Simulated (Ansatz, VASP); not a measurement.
**Two plane-wave programs on Al2Au**

```xyz
3
Lattice="0.0000 2.9040 2.9040 2.9040 0.0000 2.9040 2.9040 2.9040 0.0000" Properties=species:S:1:pos:R:3 pbc="T T T"
Al    1.4520    1.4520    1.4520
Al    4.3560    4.3560    4.3560
Au    0.0000    0.0000    0.0000
```

Alike in both runs: task single point; functional PBE; k mesh 12 × 12 × 12; occupations gaussian, width 0.1 eV; no spin polarisation.

|  | VASP | Ansatz |
| --- | --- | --- |
| version | VASP 6.6.1 | Ansatz 0.2.0 |
| potentials or method | VASP PAW PBE potentials, release 64 (Al, Au), cutoff 520 eV | scalar-relativistic, plane waves, PAW |
| valence electrons in the cell | 17 | 25 |

VASP gave:

```
gap on the k mesh at the Fermi level (eV) : none
pressure (GPa)                            : 17.8
```

Task: Estimate Ansatz's values.

Result: gap on the k mesh at the Fermi level (eV): none; pressure (GPa): 18.2.

A gap of «none» marks a metal or a gap that the smearing closes. VASP's potentials hold 17 valence electrons a cell and Ansatz's 25, so a difference there can come from the potentials and not from the codes.

Neither program's run includes spin-orbit coupling.
